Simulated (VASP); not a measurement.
Wanted: the native input for a VASP 6.6.1 run.

| Quantity | Value |
| --- | --- |
| Task | single point |
| Functional | PBE |
| Dispersion | D3(BJ) |
| Potentials or basis | VASP PAW PBE potentials, release 64 (Pr_3, Sb, Se), 4f in core |
| Cutoff | 500 eV |
| k mesh | 12 × 12 × 5 |
| Occupations | gaussian, width 0.1 eV |
| Spin | no spin polarisation |
| Dipole correction | no |
| Mended | yes |
| Further INCAR settings | ALGO = Normal; EDIFF = 1e-06; NBANDS = 28 |

The structure of Pr2SbSe2 lies in POSCAR:

```
Pr2SbSe2
1.0
    3.7734855465      0.0000000000      0.0000000000
    0.0000000000      3.7734855465      0.0000000000
    0.0000000000      0.0000000000     12.3867463840
Pr Sb Se
2 1 2
Direct
    0.5000000000      0.5000000000      0.8004937864
    0.5000000000      0.5000000000      0.1995062136
    0.0000000000      0.0000000000      0.0000000000
    0.0000000000      0.0000000000      0.3041382952
    0.0000000000      0.0000000000      0.6958617048
```

These files were run (other wordings do the same):

INCAR

```
ALGO = Normal ; EDIFF = 1E-6
ENCUT = 500 ; GGA = PE
GGA_COMPAT = False ; ISIF = 2
ISMEAR = 0 ; IVDW = 12
LASPH = True ; LCHARG = False
LMAXMIX = 6 ; LREAL = False
LWAVE = False ; NBANDS = 28
NELM = 200 ; PREC = Accurate
SIGMA = 0.1
```

KPOINTS

```
k-points
0
Gamma
  12 12 5
```

Potentials or basis: VASP PAW PBE potentials, release 64 (Pr_3, Sb, Se), 4f in core.

Command:

```sh
$ cat potpaw_PBE.64/Pr_3/POTCAR potpaw_PBE.64/Sb/POTCAR potpaw_PBE.64/Se/POTCAR > POTCAR
$ mpirun -np 1 vasp_std > vasp.out
```

Results of the run:

```
Pressure                   : -1.4 GPa
Largest force              : 0.052 eV/Å
Band gap on the k mesh     : zero (an odd number of electrons rules out a gap without spin polarisation)
Dispersion energy per atom : -0.331 eV
```

Caveat: spin-orbit coupling is left out, which moves the levels of the heavy elements; the 4f electrons are frozen in the core, so they carry no moment and show no levels; the run has no spin polarisation, though such a crystal can be magnetic.

Run time: 3.4 min on 1 thread of Intel(R) Xeon(R) 6975P-C (Granite Rapids), with other jobs on the host, peak memory 0.53 GiB.
